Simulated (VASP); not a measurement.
# TiC (I4mm) in VASP: notebook

The runs below take TiC through single point, with PBE.

Program: VASP 6.6.1. These are calculated values, not measurements. Logs are shortened: lines on timing, memory, paths and dates and some standing lists are left out, and cuts for length are marked.

**1. The cell of the first run**

It takes space group I4mm (No. 107, tetragonal). Conventional cell: a = 3.060 Å, b = 3.060 Å, c = 4.328 Å, α = 90.00°, β = 90.00°, γ = 90.00°. Within 2.5 Å of Ti (site symmetry 4mm) lie 6 C at 1.86 to 2.46 Å. C (site symmetry 4mm) has 6 Ti at 1.86 to 2.46 Å within 2.5 Å.

**2. Single point, PBE**

File INCAR:

```
  PREC = Accurate
  ENCUT = 520
  EDIFF = 1E-6
  ISMEAR = 0
  SIGMA = 0.15
  LREAL = False
  LASPH = True
  NELM = 60
  ALGO = Normal
  ISIF = 2
  LWAVE = False
  LCHARG = False
  GGA = PE
  NBANDS = 15
```

File KPOINTS:

```
regular mesh
0
Gamma
  18 18 18
```

File POSCAR:

```
TiC
1.0
    0.0000000000      2.1640000000      2.1640000000
    2.1640000000      0.0000000000      2.1640000000
    2.1640000000      2.1640000000      0.0000000000
Ti C
1 1
Direct
    0.0693160813      0.0693160813     -0.0693160813
    0.5000000000      0.5000000000      0.5000000000
```

Potentials or basis: VASP PAW PBE potentials, release 64 (Ti_sv, C).

On the command line:

```console
> cat potpaw_PBE.64/Ti_sv/POTCAR potpaw_PBE.64/C/POTCAR > POTCAR
> mpirun -np 1 vasp_std > vasp.out
```

OUTCAR:

```text
PREC = Accurate
   ENCUT = 520
   EDIFF = 1E-6
   ISMEAR = 0
   LREAL = False
   LASPH = True
   NELM = 60
   ISIF = 2
   GGA = PE

 ion  position               nearest neighbor table
   1  0.069  0.069  0.931-   2 1.86   2 2.18   2 2.18   2 2.18   2 2.18   2 2.46
   2  0.500  0.500  0.500-   1 1.86   1 2.18   1 2.18   1 2.18   1 2.18   1 2.46

  LATTYP: Found a face centered cubic cell.
 ALAT       =     4.3280000000

  Lattice vectors:

 A1 = (   0.0000000000,   2.1640000000,   2.1640000000)
 A2 = (   2.1640000000,   0.0000000000,   2.1640000000)
 A3 = (   2.1640000000,   2.1640000000,   0.0000000000)

Analysis of symmetry for initial positions (statically):
=====================================================================
 Subroutine PRICEL returns:
 Original cell was already a primitive cell.

 Routine SETGRP: Setting up the symmetry group for a
 face centered cubic supercell.

 Subroutine GETGRP returns: Found  8 space group operations
 (whereof  8 operations were pure point group operations)
 out of a pool of 48 trial point group operations.

The static configuration has the point symmetry C_4v.

Analysis of symmetry for dynamics (positions and initial velocities):
=====================================================================
 Subroutine PRICEL returns:
 Original cell was already a primitive cell.

 Routine SETGRP: Setting up the symmetry group for a
 face centered cubic supercell.

 Subroutine GETGRP returns: Found  8 space group operations
 (whereof  8 operations were pure point group operations)
 out of a pool of 48 trial point group operations.

The dynamic configuration has the point symmetry C_4v.

 Subroutine INISYM returns: Found  8 space group operations
 (whereof  8 operations are pure point group operations),
 and found     1 'primitive' translations

----------------------------------------------------------------------------------------

                                     Primitive cell

  volume of cell :      20.2676

  direct lattice vectors                    reciprocal lattice vectors
     0.000000000  2.164000000  2.164000000    -0.231053604  0.231053604  0.231053604
     2.164000000  0.000000000  2.164000000     0.231053604 -0.231053604  0.231053604
     2.164000000  2.164000000  0.000000000     0.231053604  0.231053604 -0.231053604

  length of vectors
     3.060358149  3.060358149  3.060358149     0.400196582  0.400196582  0.400196582

  position of ions in fractional coordinates (direct lattice)
     0.069316081  0.069316081  0.930683919
     0.500000000  0.500000000  0.500000000

  ion indices of the primitive-cell ions
   primitive index   ion index
                 1           1
                 2           2

----------------------------------------------------------------------------------------

 KPOINTS: regular mesh

Automatic generation of k-mesh.
 Grid dimensions read from file:
 generate k-points for:   18   18   18

 Generating k-lattice:

  Cartesian coordinates                     Fractional coordinates (reciprocal lattice)
    -0.012836311  0.012836311  0.012836311     0.055555556  0.000000000  0.000000000
     0.012836311 -0.012836311  0.012836311     0.000000000  0.055555556  0.000000000
     0.012836311  0.012836311 -0.012836311     0.000000000  0.000000000  0.055555556

  Length of vectors
     0.022233143  0.022233143  0.022233143

  Shift w.r.t. Gamma in fractional coordinates (k-lattice)
     0.000000000  0.000000000  0.000000000

 Subroutine IBZKPT returns following result:
 ===========================================

 Found    480 irreducible k-points:

 Following reciprocal coordinates:
            Coordinates               Weight
  0.000000  0.000000  0.000000      1.000000
  0.055556  0.000000  0.000000      8.000000
  0.111111  0.000000  0.000000      8.000000
  0.166667  0.000000  0.000000      8.000000
  0.222222  0.000000  0.000000      8.000000
  0.277778  0.000000  0.000000      8.000000
[... 16 lines left out ...]
  0.388889  0.055556  0.000000      8.000000
  0.000000  0.388889  0.055556     16.000000
 [... further k-points ...]
   k-points           NKPTS =    480   k-points in BZ     NKDIM =    480   number of bands    NBANDS=     15
   number of dos      NEDOS =    301   number of ions     NIONS =      2
   total plane-waves  NPLWV =  13824
   dimension x,y,z NGX =    24 NGY =   24 NGZ =   24
   dimension x,y,z NGXF=    48 NGYF=   48 NGZF=   48
   ions per type =               1   1
   NGX,Y,Z   is equivalent  to a cutoff of  13.04, 13.04, 13.04 a.u.
   NGXF,Y,Z  is equivalent  to a cutoff of  26.07, 26.07, 26.07 a.u.
 SYSTEM =  unknown system
   PREC   = accura    normal or accurate (medium, high low for compatibility)
   ISTART =      0    job   : 0-new  1-cont  2-samecut
   ICHARG =      2    charge: 1-file 2-atom 10-const
   ISPIN  =      1    spin polarized calculation?
   LNONCOLLINEAR =      F non collinear calculations
   LSORBIT =      F    spin-orbit coupling
   LASPH  =      T    aspherical Exc in radial PAW
   ENCUT  =  520.0 eV  38.22 Ry    6.18 a.u.   5.69  5.69  5.69*2*pi/ulx,y,z
   NELM   =     60;   NELMIN=  2; NELMDL= -5     # of ELM steps
   EDIFF  = 0.1E-05   stopping-criterion for ELM
   LREAL  =      F    real-space projection
   EDIFFG = 0.1E-04   stopping-criterion for IOM
   NSW    =      0    number of steps for IOM
   IBRION =     -1    ionic relax: 0-MD 1-quasi-New 2-CG
   NFREE  =      0    steps in history (QN), initial steepest desc. (CG)
   ISIF   =      2    stress and relaxation
   ISYM   =      2    0-nonsym 1-usesym 2-fastsym
   POTIM  = 0.5000    time-step for ionic-motion
   TEBEG  =    0.0;   TEEND  =   0.0 temperature during run
   PSTRESS=    0.0 pullay stress
   NELECT =      16.0000    total number of electrons
   NUPDOWN=      -1.0000    fix difference up-down
   EMIN   =  10.00;   EMAX   =-10.00  energy-range for DOS
   EFERMI =   0.00;   METHOD = LEGACY
   ISMEAR =     0;   SIGMA  =   0.15  broadening in eV -4-tet -1-fermi 0-gaus
   EFERMI_NEDOS =   21; number of points for ismear=-14 and -15
   IALGO  =     38    algorithm
   IMIX   =      4    mixing-type and parameters
     AMIX     =   0.40;   BMIX     =  1.00
     AMIX_MAG =   1.60;   BMIX_MAG =  1.00
  volume/ion in A,a.u.               =      10.13        68.39
  Fermi-wavevector in a.u.,A,eV,Ry     =   1.513030  2.859212 31.147275  2.289260
  Thomas-Fermi vector in A             =   2.622876
   LORBIT       =      0    0 simple, 1 ext, 2 COOP (PROOUT), +10 PAW based schemes
   GGA     = PE    functional components
   LHFCALC =     F    Hartree Fock is set to
   AEXX    =    0.0000 exact exchange contribution
   IVDW    =     0    specifies the selected vdW correction
   LEPSILON=     F    determine dielectric tensor
   LRPA    =     F    only Hartree local field effects (RPA)
 non-spin polarized calculation
 Gauss-broadening in eV      SIGMA  =   0.15
  energy-cutoff  :      520.00
  volume of cell :       20.27
 maximum number of plane-waves:       568
   NGX = 11   NGY = 11   NGZ = 11

 number of electron      16.0000001 magnetization

 Free energy of the ion-electron system (eV)
  ---------------------------------------------------
  ext. energy  EPLUGINS =         0.00000000
  ---------------------------------------------------
  free energy    TOTEN  =       -18.25158301 eV

  energy without entropy =      -18.24972286  energy(sigma->0) =      -18.25065293

 E-fermi :   9.3676     XC(G=0): -12.6616

 val. band max:        9.3375060188   @ k =   0.0000   0.1111   0.0556
 cond. band min:       9.3781673278   @ k =   0.4444   0.3889   0.0000
 fundamental gap:      0.0406613090
 Fermi energy:         9.3675965707

 k-point     1 :       0.0000    0.0000    0.0000
  band No.  band energies     occupation
      1     -47.0956      2.00000
      2     -23.1420      2.00000
      3     -23.1356      2.00000
      4     -23.1356      2.00000
      5      -2.8836      2.00000
      6       8.7976      2.00000
      7       8.7976      2.00000
      8       8.8858      1.99999
      9      10.1679      0.00000
     10      11.1991      0.00000
     11      12.7345      0.00000
     12      12.7345      0.00000
     13      14.1248      0.00000
     14      19.5809      0.00000
     15      23.1313      0.00000

 k-point     2 :       0.0556    0.0000    0.0000
  band No.  band energies     occupation
      1     -47.0934      2.00000
      2     -23.1554      2.00000
      3     -23.1399      2.00000
      4     -23.1373      2.00000
      5      -2.8137      2.00000
      6       8.4120      2.00000
      7       8.7401      2.00000
      8       9.0947      1.98990
      9      10.1773      0.00000
     10      11.0362      0.00000
     11      12.5699      0.00000
     12      13.0491      0.00000
     13      14.3749      0.00000
     14      19.7130      0.00000
     15      23.1852      0.00000

 k-point     3 :       0.1111    0.0000    0.0000
  band No.  band energies     occupation
      1     -47.0869      2.00000
      2     -23.2009      2.00000
      3     -23.1450      2.00000
      4     -23.1420      2.00000
      5      -2.6075      2.00000
      6       7.8671      2.00000
      7       8.5455      2.00000
      8       9.0732      1.99449
      9      10.2456      0.00000
     10      10.8403      0.00000
     11      12.3321      0.00000
     12      13.7135      0.00000
     13      14.9044      0.00000
     14      20.0490      0.00000
     15      23.2923      0.00000
[... 343 lines left out ...]
 k-point    23 :       0.3889    0.0556    0.0000
  band No.  band energies     occupation
      1     -47.0313      2.00000
      2     -23.5707      2.00000
      3     -23.1905      2.00000
      4     -23.1865      2.00000
      5      -0.3400      2.00000
      6       4.6801      2.00000
      7       6.9025      2.00000
      8       6.9938      2.00000
      9      11.6018      0.00000
     10      12.1516      0.00000
     11      13.1443      0.00000
     12      16.3136      0.00000
     13      16.6195      0.00000
     14      20.0925      0.00000
     15      24.4606      0.00000

 k-point    24 :       0.0000    0.3889    0.0556
  band No.  band energies     occupation
      1     -47.0314      2.00000
      2     -23.5683      2.00000
      3     -23.1923      2.00000
      4     -23.1851      2.00000
      5      -0.3526      2.00000
      6       4.6535      2.00000
      7       6.8006      2.00000
      8       7.1920      2.00000
      9      11.6016      0.00000
     10      12.0211      0.00000
     11      13.0130      0.00000
     12      16.5597      0.00000
     13      16.7637      0.00000
     14      19.8357      0.00000
     15      24.7878      0.00000

 [... further k-points ...]

------------------------ aborting loop because EDIFF is reached ----------------------------------------

  FORCE on cell =-STRESS in cart. coord.  units (eV):
  Direction    XX          YY          ZZ          XY          YZ          ZX
  --------------------------------------------------------------------------------------
  -------------------------------------------------------------------------------------
  Total        0.2646976      0.2646976      4.2551120      0.0000000      0.0000000      0.0000000
  in kB       20.9246762     20.9246762    336.3719785      0.0000000      0.0000000      0.0000000
  external PRESSURE =     126.0737770 kB  Pullay stress =       0.0000000 kB

 VOLUME and BASIS-vectors are now :
 -----------------------------------------------------------------------------
  energy-cutoff  :      520.00
  volume of cell :       20.27
      direct lattice vectors                 reciprocal lattice vectors
     0.000000000  2.164000000  2.164000000    -0.231053604  0.231053604  0.231053604
     2.164000000  0.000000000  2.164000000     0.231053604 -0.231053604  0.231053604
     2.164000000  2.164000000  0.000000000     0.231053604  0.231053604 -0.231053604

 POSITION                                       TOTAL-FORCE (eV/Angst)
 -----------------------------------------------------------------------------------
      2.16400      2.16400      0.30000         0.000000      0.000000     -3.512464
      2.16400      2.16400      2.16400         0.000000      0.000000      3.512464
 -----------------------------------------------------------------------------------
    total drift:                               -0.000000     -0.000000     -0.000187

  FREE ENERGIE OF THE ION-ELECTRON SYSTEM (eV)
  ---------------------------------------------------
  free  energy   TOTEN  =       -18.2515830115 eV

  energy  without entropy=      -18.2497228562  energy(sigma->0) =      -18.25065293
```

It took 85 s on 1 thread of AMD EPYC 9R45 (Zen 5), shared host; peak memory 0.23 GiB.

What came out:

* Free energy: -18.2516 eV
* Pressure: 12.6 GPa
* Largest force: 3.512 eV/Å
* Band gap on the k mesh: zero (bands 8 and 9 overlap by 0.84 eV)

Forces on the atoms (eV/Å):
```
Ti   0.000  0.000 -3.512
C    0.000  0.000  3.512
```

Caveat: the cell differs from its parent crystal (all Ti atoms moved -0.300 Å, as atom 1 towards its neighbour atom 2 (C) at 2.164 Å); the cell stands under pressure; forces of over 1 eV/Å act on the atoms, so gaps and moduli don't describe the material at rest.

**3. Single point, PBE**

File INCAR:

```
SYSTEM = TiC
PREC = Accurate
ENCUT = 520
EDIFF = 1E-6
ISMEAR = 0
SIGMA = 0.15
LREAL = .False.
LASPH = .True.
NELM = 80
ALGO = Normal
ISIF = 2
LWAVE = .False.
LCHARG = .False.
GGA = PE
NBANDS = 15
```

File KPOINTS:

```
regular mesh
0
Gamma
  18 18 18
  0 0 0
```

Edit POSCAR of step 2 so:

```diff
@@ -8,3 +8,3 @@
 Direct
-    0.0693160813      0.0693160813     -0.0693160813
+   -0.0519870610     -0.0519870610      0.0519870610
     0.5000000000      0.5000000000      0.5000000000
```

Potentials or basis: VASP PAW PBE potentials, release 64 (Ti_sv, C).

On the command line:

```console
> cat potpaw_PBE.64/Ti_sv/POTCAR potpaw_PBE.64/C/POTCAR > POTCAR
> mpirun -np 1 vasp_std > vasp.out
```

It took 80 s on 1 thread of AMD EPYC 9R45 (Zen 5), shared host; peak memory 0.23 GiB.

The run converged. Its results:

```yaml
Free_energy: -18.4688 eV
Pressure: 7.3 GPa
Largest_force: 2.328 eV/Å
Band_gap_on_the_k_mesh: zero (bands 8 and 9 overlap by 0.99 eV)
```

Forces in eV/Å, atoms in the order of the input:
```
Ti   0.000  0.000  2.328
C    0.000  0.000 -2.328
```

Stress tensor (GPa, compression positive):
```
 1.78  0.00  0.00
 0.00  1.78  0.00
 0.00  0.00 18.49
```

Levels at points of the mesh, in eV from the Fermi level:
| k point | band 6 | band 7 | band 8 | band 9 | band 10 | band 11 |
| --- | --- | --- | --- | --- | --- | --- |
| (0.00, 0.00, 0.00) | -0.27 | -0.27 | -0.09 | 0.68 | 1.71 | 2.75 |
| (0.50, 0.00, 0.00) | -5.83 | -2.89 | -2.82 | 2.81 | 2.93 | 4.11 |
| (0.50, 0.50, 0.00) | -3.26 | -1.66 | -0.06 | -0.06 | 2.72 | 3.50 |
| (0.00, 0.50, 0.50) | -3.47 | -2.53 | -0.35 | 1.01 | 3.22 | 3.49 |

Caveat: the cell differs from its parent crystal (all Ti atoms moved +0.225 Å, as atom 1 towards its neighbour atom 2 (C) at 2.164 Å); the cell stands under pressure; forces of over 1 eV/Å act on the atoms, so gaps and moduli don't describe the material at rest.

(Part 1 of 2 ends here.)
